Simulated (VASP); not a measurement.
# Br (C2/m) in VASP: further runs

Br is run at these levels: PBE; tasks: single point.

Program: VASP 6.6.1. These are calculated values, not measurements. Logs are shortened: lines on timing, memory, paths and dates and some standing lists are left out, and cuts for length are marked.

**1. The cell of the first run**

The structure is monoclinic, space group C2/m (No. 12). Conventional cell: a = 3.996 Å, b = 7.028 Å, c = 2.464 Å, α = 90.00°, β = 123.17°, γ = 90.00°. Within 3.4 Å of Br (site symmetry 2/m) lie 4 Br at 2.46 to 3.36 Å.

**2. Single point, PBE (strained)**

INCAR reads:

```
ALGO = Normal ; EDIFF = 1E-6
ENCUT = 520 ; GGA = PE
ISIF = 2 ; ISMEAR = 0
LASPH = T ; LCHARG = F
LREAL = F ; LWAVE = F
NBANDS = 10 ; NELM = 80
PREC = Accurate ; SIGMA = 0.1
```

KPOINTS reads:

```
k-points
0
Gamma
  18 18 18
```

POSCAR reads:

```
Br
1.0
   -1.1621871066      1.6254061340      3.5141597977
    1.1621871066     -1.6254061340      3.5141597977
    1.2997868826      1.7283476064     -3.5141597977
Br
1
Direct
    0.0000000000      0.0000000000      0.0000000000
```

Potentials or basis: VASP PAW PBE potentials, release 64 (Br).

Launch:

```sh
$ cat potpaw_PBE.64/Br/POTCAR > POTCAR
$ mpirun -np 1 vasp_std > vasp.out
```

OUTCAR:

```text
EDIFF = 1E-6
   ENCUT = 520
   GGA = PE
   ISIF = 2
   ISMEAR = 0
   LASPH = T
   LREAL = F
   NELM = 80
   PREC = Accurate

 ion  position               nearest neighbor table
   1  0.000  0.000  0.000-

  LATTYP: Found a base centered monoclinic cell.
 ALAT       =     3.9963102838
 B/A-ratio  =     1.7587021768
 C/A-ratio  =     0.6166000632
 COS(beta)  =    -0.5471394128

  Lattice vectors:

 A1 = (   1.1621871066,  -1.6254061340,  -3.5141597977)
 A2 = (   1.1621871066,  -1.6254061340,   3.5141597977)
 A3 = (  -2.4619739892,  -0.1029414724,   0.0000000000)

Analysis of symmetry for initial positions (statically):
=====================================================================
 Subroutine PRICEL returns:
 Original cell was already a primitive cell.

 Routine SETGRP: Setting up the symmetry group for a
 base centered monoclinic supercell.

 Subroutine GETGRP returns: Found  4 space group operations
 (whereof  4 operations were pure point group operations)
 out of a pool of  4 trial point group operations.

The static configuration has the point symmetry C_2h.

Analysis of symmetry for dynamics (positions and initial velocities):
=====================================================================
 Subroutine PRICEL returns:
 Original cell was already a primitive cell.

 Routine SETGRP: Setting up the symmetry group for a
 base centered monoclinic supercell.

 Subroutine GETGRP returns: Found  4 space group operations
 (whereof  4 operations were pure point group operations)
 out of a pool of  4 trial point group operations.

The dynamic configuration has the point symmetry C_2h.

 Subroutine INISYM returns: Found  4 space group operations
 (whereof  4 operations are pure point group operations),
 and found     1 'primitive' translations

----------------------------------------------------------------------------------------

                                     Primitive cell

  volume of cell :      28.9661

  direct lattice vectors                    reciprocal lattice vectors
    -1.162187107  1.625406134  3.514159798    -0.012488820  0.298685752  0.142281521
     1.162187107 -1.625406134  3.514159798     0.406876134 -0.016693553  0.142281521
     1.299786883  1.728347606 -3.514159798     0.394387314  0.281992200  0.000000000

  length of vectors
     4.042516921  4.042516921  4.126251383     0.331078813  0.431359356  0.484830851

  position of ions in fractional coordinates (direct lattice)
     0.000000000  0.000000000  0.000000000

  ion indices of the primitive-cell ions
   primitive index   ion index
                 1           1

----------------------------------------------------------------------------------------

 KPOINTS: k-points

Automatic generation of k-mesh.
 Grid dimensions read from file:
 generate k-points for:   18   18   18

 Generating k-lattice:

  Cartesian coordinates                     Fractional coordinates (reciprocal lattice)
    -0.000693823  0.016593653  0.007904529     0.055555556  0.000000000  0.000000000
     0.022604230 -0.000927420  0.007904529    -0.000000000  0.055555556  0.000000000
     0.021910406  0.015666233  0.000000000    -0.000000000  0.000000000  0.055555556

  Length of vectors
     0.018393267  0.023964409  0.026935047

  Shift w.r.t. Gamma in fractional coordinates (k-lattice)
     0.000000000  0.000000000  0.000000000

 Subroutine IBZKPT returns following result:
 ===========================================

 Found   1550 irreducible k-points:

 Following reciprocal coordinates:
            Coordinates               Weight
  0.000000  0.000000  0.000000      1.000000
  0.055556  0.000000 -0.000000      4.000000
  0.111111  0.000000 -0.000000      4.000000
  0.166667  0.000000  0.000000      4.000000
  0.222222  0.000000  0.000000      4.000000
  0.277778  0.000000  0.000000      4.000000
[... 16 lines left out ...]
 -0.333333  0.055556 -0.000000      4.000000
 -0.277778  0.055556 -0.000000      4.000000
 [... further k-points ...]
   k-points           NKPTS =   1550   k-points in BZ     NKDIM =   1550   number of bands    NBANDS=     10
   number of dos      NEDOS =    301   number of ions     NIONS =      1
   total plane-waves  NPLWV =  28800
   dimension x,y,z NGX =    30 NGY =   30 NGZ =   32
   dimension x,y,z NGXF=    60 NGYF=   60 NGZF=   64
   ions per type =               1
   NGX,Y,Z   is equivalent  to a cutoff of  12.34, 12.34, 12.89 a.u.
   NGXF,Y,Z  is equivalent  to a cutoff of  24.67, 24.67, 25.79 a.u.
 SYSTEM =  unknown system
   PREC   = accura    normal or accurate (medium, high low for compatibility)
   ISTART =      0    job   : 0-new  1-cont  2-samecut
   ICHARG =      2    charge: 1-file 2-atom 10-const
   ISPIN  =      1    spin polarized calculation?
   LNONCOLLINEAR =      F non collinear calculations
   LSORBIT =      F    spin-orbit coupling
   LASPH  =      T    aspherical Exc in radial PAW
   ENCUT  =  520.0 eV  38.22 Ry    6.18 a.u.   7.52  7.52  7.67*2*pi/ulx,y,z
   NELM   =     80;   NELMIN=  2; NELMDL= -5     # of ELM steps
   EDIFF  = 0.1E-05   stopping-criterion for ELM
   LREAL  =      F    real-space projection
   EDIFFG = 0.1E-04   stopping-criterion for IOM
   NSW    =      0    number of steps for IOM
   IBRION =     -1    ionic relax: 0-MD 1-quasi-New 2-CG
   NFREE  =      0    steps in history (QN), initial steepest desc. (CG)
   ISIF   =      2    stress and relaxation
   ISYM   =      2    0-nonsym 1-usesym 2-fastsym
   POTIM  = 0.5000    time-step for ionic-motion
   TEBEG  =    0.0;   TEEND  =   0.0 temperature during run
   PSTRESS=    0.0 pullay stress
   NELECT =       7.0000    total number of electrons
   NUPDOWN=      -1.0000    fix difference up-down
   EMIN   =  10.00;   EMAX   =-10.00  energy-range for DOS
   EFERMI =   0.00;   METHOD = LEGACY
   ISMEAR =     0;   SIGMA  =   0.10  broadening in eV -4-tet -1-fermi 0-gaus
   EFERMI_NEDOS =   21; number of points for ismear=-14 and -15
   IALGO  =     38    algorithm
   IMIX   =      4    mixing-type and parameters
     AMIX     =   0.40;   BMIX     =  1.00
     AMIX_MAG =   1.60;   BMIX_MAG =  1.00
  volume/ion in A,a.u.               =      28.97       195.47
  Fermi-wavevector in a.u.,A,eV,Ry     =   1.019712  1.926976 14.147498  1.039812
  Thomas-Fermi vector in A             =   2.153241
   LORBIT       =      0    0 simple, 1 ext, 2 COOP (PROOUT), +10 PAW based schemes
   GGA     = PE    functional components
   LHFCALC =     F    Hartree Fock is set to
   AEXX    =    0.0000 exact exchange contribution
   IVDW    =     0    specifies the selected vdW correction
   LEPSILON=     F    determine dielectric tensor
   LRPA    =     F    only Hartree local field effects (RPA)
 non-spin polarized calculation
 Gauss-broadening in eV      SIGMA  =   0.10
  energy-cutoff  :      520.00
  volume of cell :       28.97
 maximum number of plane-waves:       794
   NGX = 15   NGY = 15   NGZ = 15

 number of electron       6.9999999 magnetization

 Free energy of the ion-electron system (eV)
  ---------------------------------------------------
  ext. energy  EPLUGINS =         0.00000000
  ---------------------------------------------------
  free energy    TOTEN  =        -1.45874367 eV

  energy without entropy =       -1.45628296  energy(sigma->0) =       -1.45751331

 E-fermi :   1.0849     XC(G=0):  -8.5533

 val. band max:        1.0779007813   @ k =   0.0556   0.4444   0.1111
 cond. band min:       1.0856246787   @ k =  -0.1667   0.4444   0.0000
 fundamental gap:      0.0077238975
 Fermi energy:         1.0848809023

 k-point     1 :       0.0000    0.0000    0.0000
  band No.  band energies     occupation
      1     -15.4181      2.00000
      2      -1.2360      2.00000
      3      -0.3326      2.00000
      4       6.0629      0.00000
      5       6.2007      0.00000
      6      10.0511      0.00000
      7      13.1122      0.00000
      8      14.9082      0.00000
      9      15.6650      0.00000
     10      22.3949      0.00000

 k-point     2 :       0.0556    0.0000   -0.0000
  band No.  band energies     occupation
      1     -15.4025      2.00000
      2      -1.2566      2.00000
      3      -0.4778      2.00000
      4       6.0665      0.00000
      5       6.3583      0.00000
      6      10.1873      0.00000
      7      12.6656      0.00000
      8      14.9166      0.00000
      9      16.2826      0.00000
     10      22.4217      0.00000

 k-point     3 :       0.1111    0.0000   -0.0000
  band No.  band energies     occupation
      1     -15.3573      2.00000
      2      -1.3283      2.00000
      3      -0.8478      2.00000
      4       6.0772      0.00000
      5       6.7681      0.00000
      6      10.5477      0.00000
      7      11.9433      0.00000
      8      14.9415      0.00000
      9      17.5696      0.00000
     10      22.5004      0.00000

 k-point     4 :       0.1667    0.0000    0.0000
  band No.  band energies     occupation
      1     -15.2864      2.00000
      2      -1.5675      2.00000
      3      -1.2097      2.00000
      4       6.0941      0.00000
      5       7.2823      0.00000
      6      10.7252      0.00000
      7      11.7854      0.00000
      8      14.9798      0.00000
      9      19.1158      0.00000
     10      22.6188      0.00000

 k-point     5 :       0.2222    0.0000    0.0000
  band No.  band energies     occupation
      1     -15.1969      2.00000
      2      -2.0759      2.00000
      3      -1.3538      2.00000
      4       6.1150      0.00000
      5       7.6965      0.00000
      6      10.5331      0.00000
      7      12.5608      0.00000
      8      15.0275      0.00000
      9      20.8113      0.00000
     10      22.6974      0.00000

 k-point     6 :       0.2778    0.0000    0.0000
  band No.  band energies     occupation
      1     -15.0982      2.00000
      2      -2.6121      2.00000
      3      -1.4417      2.00000
      4       6.1377      0.00000
      5       7.7983      0.00000
      6      10.7266      0.00000
      7      13.6448      0.00000
      8      15.0839      0.00000
      9      21.8739      0.00000
     10      22.6267      0.00000
[... 183 lines left out ...]
 k-point    21 :      -0.4444    0.0556    0.0000
  band No.  band energies     occupation
      1     -14.8001      2.00000
      2      -3.6080      2.00000
      3      -1.5217      2.00000
      4       5.5479      0.00000
      5       7.3576      0.00000
      6      12.8229      0.00000
      7      15.5128      0.00000
      8      16.7643      0.00000
      9      19.3321      0.00000
     10      21.4206      0.00000

 k-point    22 :      -0.3889    0.0556    0.0000
  band No.  band energies     occupation
      1     -14.8547      2.00000
      2      -3.3847      2.00000
      3      -1.4684      2.00000
      4       5.5207      0.00000
      5       7.5212      0.00000
      6      11.8496      0.00000
      7      15.6806      0.00000
      8      16.2831      0.00000
      9      19.7917      0.00000
     10      21.4628      0.00000

 k-point    23 :      -0.3333    0.0556   -0.0000
  band No.  band energies     occupation
      1     -14.9359      2.00000
      2      -3.0264      2.00000
      3      -1.4020      2.00000
      4       5.4901      0.00000
      5       7.7422      0.00000
      6      10.9930      0.00000
      7      15.0632      0.00000
      8      15.8503      0.00000
      9      20.4873      0.00000
     10      21.9181      0.00000

 k-point    24 :      -0.2778    0.0556   -0.0000
  band No.  band energies     occupation
      1     -15.0320      2.00000
      2      -2.5573      2.00000
      3      -1.3286      2.00000
      4       5.4598      0.00000
      5       7.8821      0.00000
      6      10.4338      0.00000
      7      13.8421      0.00000
      8      15.8298      0.00000
      9      20.6358      0.00000
     10      22.4679      0.00000

 [... further k-points ...]

------------------------ aborting loop because EDIFF is reached ----------------------------------------

  FORCE on cell =-STRESS in cart. coord.  units (eV):
  Direction    XX          YY          ZZ          XY          YZ          ZX
  --------------------------------------------------------------------------------------
  -------------------------------------------------------------------------------------
  Total        2.6079537      0.5287259      0.2771239     -0.0113562      0.0000000      0.0000000
  in kB      144.2513869     29.2449379     15.3283015     -0.6281348      0.0000000      0.0000000
  external PRESSURE =      62.9415421 kB  Pullay stress =       0.0000000 kB

 VOLUME and BASIS-vectors are now :
 -----------------------------------------------------------------------------
  energy-cutoff  :      520.00
  volume of cell :       28.97
      direct lattice vectors                 reciprocal lattice vectors
    -1.162187107  1.625406134  3.514159798    -0.012488820  0.298685752  0.142281521
     1.162187107 -1.625406134  3.514159798     0.406876134 -0.016693553  0.142281521
     1.299786883  1.728347606 -3.514159798     0.394387314  0.281992200  0.000000000

 POSITION                                       TOTAL-FORCE (eV/Angst)
 -----------------------------------------------------------------------------------
      0.00000      0.00000      0.00000         0.000000      0.000000     -0.000000
 -----------------------------------------------------------------------------------
    total drift:                               -0.000000     -0.000000     -0.000000

  FREE ENERGIE OF THE ION-ELECTRON SYSTEM (eV)
  ---------------------------------------------------
  free  energy   TOTEN  =        -1.4587436676 eV

  energy  without entropy=       -1.4562829619  energy(sigma->0) =       -1.45751331
```

Wall time 3.1 min (1 thread of Intel Xeon 6975P-C (Granite Rapids), shared host); peak memory 0.52 GiB.

What came out:

```
Free energy            : -1.4587 eV
Pressure               : 6.3 GPa
Band gap on the k mesh : zero (an odd number of electrons rules out a gap without spin polarisation)
```

Stress tensor (GPa, compression positive):
```
14.43 -0.06  0.00
-0.06  2.92  0.00
 0.00  0.00  1.53
```

Levels at points of the mesh, in eV from the Fermi level:
| k point | band 2 | band 3 | band 4 | band 5 | band 6 | band 7 |
| --- | --- | --- | --- | --- | --- | --- |
| (0.00, 0.00, 0.00) | -2.32 | -1.42 | 4.98 | 5.12 | 8.97 | 12.03 |
| (0.50, 0.00, 0.00) | -4.83 | -2.69 | 5.11 | 6.11 | 12.77 | 13.43 |
| (0.00, 0.50, 0.00) | -6.91 | -0.44 | 0.92 | 7.31 | 10.73 | 13.03 |
| (0.50, 0.50, 0.00) | -6.49 | -1.56 | -0.18 | 6.29 | 7.91 | 14.13 |
| (0.00, 0.00, 0.50) | -6.55 | -1.51 | 0.12 | 6.34 | 8.87 | 13.31 |
| (0.50, 0.50, 0.50) | -4.41 | -1.68 | 4.87 | 7.02 | 11.75 | 13.00 |

Caveat: the cell differs from its parent crystal (strained); the cell stands under pressure; an odd number of electrons without spin polarisation forces a metal; a magnetic or distorted state may lie lower.

**3. Single point, PBE (strained)**

INCAR reads:

```
PREC     = Accurate       # precision mode
ENCUT    = 520            # plane-wave cutoff, eV
EDIFF    = 1E-7           # SCF threshold, eV
ISMEAR   = 0              # smearing method
SIGMA    = 0.1            # smearing width, eV
LREAL    = F              # projectors in reciprocal space
LASPH    = T              # aspherical terms in the spheres
NELM     = 60             # most SCF steps
ALGO     = Normal         # electronic algorithm
ISIF     = 2              # what is computed and relaxed
LWAVE    = F              # write WAVECAR
LCHARG   = F              # write CHGCAR
GGA      = PE             # functional
NBANDS   = 10             # bands
```

KPOINTS reads:

```
regular mesh
0
Gamma
  18 18 18
```

POSCAR reads:

```
Br
1.0
   -1.0685530501      1.6882116517      3.5526747642
    1.3348987121     -1.6882116517      3.6484618043
    1.0685530501      1.6882116517     -3.5526747642
Br
1
Direct
    0.0000000000      0.0000000000      0.0000000000
```

Potentials or basis: VASP PAW PBE potentials, release 64 (Br).

Launch:

```sh
$ cat potpaw_PBE.64/Br/POTCAR > POTCAR
$ mpirun -np 1 vasp_std > vasp.out
```

Run time: 3 min. Hardware: 1 thread of Intel Xeon 6975P-C (Granite Rapids), shared host; peak memory 0.52 GiB.

Results (log left out):

```yaml
Free_energy: -1.3888 eV
Pressure: 9.2 GPa
Band_gap_on_the_k_mesh: zero (an odd number of electrons rules out a gap without spin polarisation)
```

Stress tensor (GPa, compression positive):
```
23.67  0.00  0.78
 0.00  2.65  0.00
 0.78  0.00  1.25
```

Levels at points of the mesh, in eV from the Fermi level:
| k point | band 1 | band 2 | band 3 | band 4 | band 5 | band 6 |
| --- | --- | --- | --- | --- | --- | --- |
| (0.00, 0.00, 0.00) | -16.84 | -2.72 | -1.80 | 4.76 | 5.61 | 8.58 |
| (0.50, 0.00, 0.00) | -16.32 | -5.03 | -3.02 | 5.80 | 5.87 | 12.24 |
| (0.00, 0.50, 0.00) | -12.66 | -7.39 | -0.15 | 1.00 | 7.78 | 11.18 |
| (0.50, 0.50, 0.00) | -12.22 | -6.98 | -1.50 | 0.03 | 6.17 | 8.40 |
| (0.50, 0.00, 0.50) | -12.60 | -7.32 | -0.63 | 0.94 | 6.81 | 11.01 |
| (0.50, 0.50, 0.50) | -16.64 | -4.58 | -2.03 | 5.54 | 6.73 | 11.15 |

Caveat: the cell differs from its parent crystal (strained); the cell stands under pressure; an odd number of electrons without spin polarisation forces a metal; a magnetic or distorted state may lie lower.

**4. Single point, PBE (strained)**

INCAR reads:

```
  ALGO = Normal
  EDIFF = 1E-6
  ENCUT = 520
  GGA = PE
  ISIF = 2
  ISMEAR = 0
  LASPH = T
  LCHARG = F
  LREAL = F
  LWAVE = F
  NBANDS = 10
  NELM = 60
  PREC = Accurate
  SIGMA = 0.1
```

KPOINTS reads:

```
k-points
0
Gamma
  18 18 18
```

POSCAR reads:

```
Br
1.0
   -1.3944134773      1.6335625245      3.5371662809
    1.3944134773     -1.6335625245      3.5371662809
    1.2381345317      1.5166467472     -3.5371662809
Br
1
Direct
    0.0000000000      0.0000000000      0.0000000000
```

Launch:

```sh
$ cat potpaw_PBE.64/Br/POTCAR > POTCAR
$ mpirun -np 1 vasp_std > vasp.out
```

Run time: 7.5 min. Hardware: 1 thread of AMD EPYC 9R14 (Zen 4), shared host; peak memory 0.49 GiB.

Results (log left out):

| Item | Value |
| --- | --- |
| Free energy | -1.4717 eV |
| Pressure | 1.7 GPa |
| Band gap on the k mesh | zero (an odd number of electrons rules out a gap without spin polarisation) |

Stress tensor (GPa, compression positive):
```
-0.57  0.84  0.00
 0.84  4.13  0.00
 0.00  0.00  1.64
```

Levels at points of the mesh, in eV from the Fermi level:
| k point | band 1 | band 2 | band 3 | band 4 | band 5 | band 6 | band 7 | band 8 |
| --- | --- | --- | --- | --- | --- | --- | --- | --- |
| (0.00, 0.00, 0.00) | -16.05 | -2.00 | -0.40 | 3.09 | 5.58 | 9.36 | 12.15 | 13.57 |
| (0.50, 0.00, 0.00) | -15.18 | -4.88 | -2.18 | 3.36 | 6.38 | 12.64 | 13.10 | 15.04 |
| (0.00, 0.50, 0.00) | -13.41 | -6.15 | -0.91 | 1.10 | 7.07 | 11.16 | 13.12 | 13.88 |
| (0.50, 0.50, 0.00) | -12.74 | -5.52 | -2.36 | -0.11 | 6.11 | 9.13 | 12.76 | 14.22 |
| (0.00, 0.00, 0.50) | -12.69 | -5.42 | -2.44 | -0.44 | 6.06 | 7.91 | 13.79 | 14.50 |
| (0.50, 0.50, 0.50) | -15.81 | -4.18 | -0.63 | 2.96 | 7.97 | 11.53 | 12.03 | 17.27 |

Caveat: the cell differs from its parent crystal (strained); an odd number of electrons without spin polarisation forces a metal; a magnetic or distorted state may lie lower.

**5. Overview**

```csv
cell,gap on the mesh (eV),pressure (GPa)
"a = 4.043, b = 4.043, c = 4.126 Å, angles 144.9, 131.5, 59.2°, 1 atom",none,6.3
"a = 4.076, b = 4.236 Å, angles 146.4, 131.1, 59.8°, 1 atom",none,9.2
"a = 4.138, b = 4.138, c = 4.043 Å, angles 142.4, 134.7, 62.5°, 1 atom",none,1.7
```

Alike in all rows: task single point; level PBE; potentials or basis VASP PAW PBE potentials, release 64 (Br); no spin polarisation; k mesh 18 × 18 × 18; cutoff (eV) 520; smearing gaussian 0.1 eV.

Caveats: an odd number of electrons without spin polarisation forces a metal; a magnetic or distorted state may lie lower; the cell stands under pressure (at least some runs).

Absolute energies hang on the potentials; compare differences alone.
